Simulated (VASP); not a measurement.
Write the native input for VASP 6.6.1 that does the following.

- Task: single point
- Functional: PBE
- Potentials or basis: VASP PAW PBE potentials, release 64 (Ba_sv, Zr_sv, O)
- Cutoff: 520 eV
- k mesh: 2 × 2 × 2
- Occupations: gaussian, width 0.01 eV
- Spin: no spin polarisation
- Dipole correction: no
- Further INCAR settings: ALGO = Normal; EDIFF = 1e-06; NBANDS = 28

The structure of BaZrO3 lies in POSCAR:

```
BaZrO3
1.0
    4.1913400000      0.0000000000      0.0000000000
    0.0000000000      4.1913400000      0.0000000000
    0.0000000000      0.0000000000      4.1913400000
Ba Zr O
1 1 3
Direct
    0.0000000000      0.0000000000      0.0000000000
    0.5000000000      0.5000000000      0.5000000000
    0.0000000000      0.5000000000      0.5000000000
    0.5000000000      0.0000000000      0.5000000000
    0.5000000000      0.5000000000      0.0000000000
```

The input as run:

INCAR

```
PREC = Accurate
ENCUT = 520
EDIFF = 1E-6
ISMEAR = 0
SIGMA = 0.01
LREAL = False
LASPH = True
NELM = 80
ALGO = Normal
ISIF = 2
LWAVE = False
LCHARG = False
GGA = PE
NBANDS = 28
```

KPOINTS

```
regular mesh
0
Gamma
  2 2 2
```

Potentials or basis: VASP PAW PBE potentials, release 64 (Ba_sv, Zr_sv, O).

Launch:

```bash
$ cat potpaw_PBE.64/Ba_sv/POTCAR potpaw_PBE.64/Zr_sv/POTCAR potpaw_PBE.64/O/POTCAR > POTCAR
$ mpirun -np 1 vasp_std > vasp.out
```

Results of the run:

```
Pressure               : 6.9 GPa
Band gap on the k mesh : 2.99 eV, indirect (least direct gap 3.22 eV)
```

Caveat: the k points lie up to 0.75 Å⁻¹ apart; spin-orbit coupling is left out, which moves the levels of the heavy elements.

Wall time 9.1 s on 1 thread of Intel(R) Xeon(R) Platinum 8375C CPU @ 2.90GHz (Ice Lake) (shared host), peak memory 0.18 GiB.
